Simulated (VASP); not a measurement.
A run of VASP 6.6.1:

Contents of INCAR:

```
PREC = Accurate ; ENCUT = 520
EDIFF = 1E-6 ; ISMEAR = -1
SIGMA = 0.1 ; LREAL = F
LASPH = T ; NELM = 100
ALGO = Normal ; ISIF = 2
LWAVE = F ; LCHARG = F
GGA = PE ; NBANDS = 16
```

KPOINTS

```
Automatic mesh
0
Gamma
  12 12 12
```

File POSCAR:

```
HgTe
1.0
    0.0000000000      2.6475691194      2.6475691194
    2.6475691194      0.0000000000      2.6475691194
    2.6475691194      2.6475691194      0.0000000000
Hg Te
1 1
Direct
    0.0000000000      0.0000000000      0.0000000000
    0.5000000000      0.5000000000      0.5000000000
```

Potentials or basis: VASP PAW PBE potentials, release 64 (Hg, Te).

Run with:

```bash
$ cat potpaw_PBE.64/Hg/POTCAR potpaw_PBE.64/Te/POTCAR > POTCAR
$ mpirun -np 1 vasp_std > vasp.out
```

Hardware: 1 thread of Intel Xeon 8259CL, on a shared host.

Estimate the wall time of this run.

It took 50 s on 1 thread of Intel Xeon 8259CL, with other jobs on the host, peak memory 0.19 GiB. Counts: scf iterations 11, k points 72.
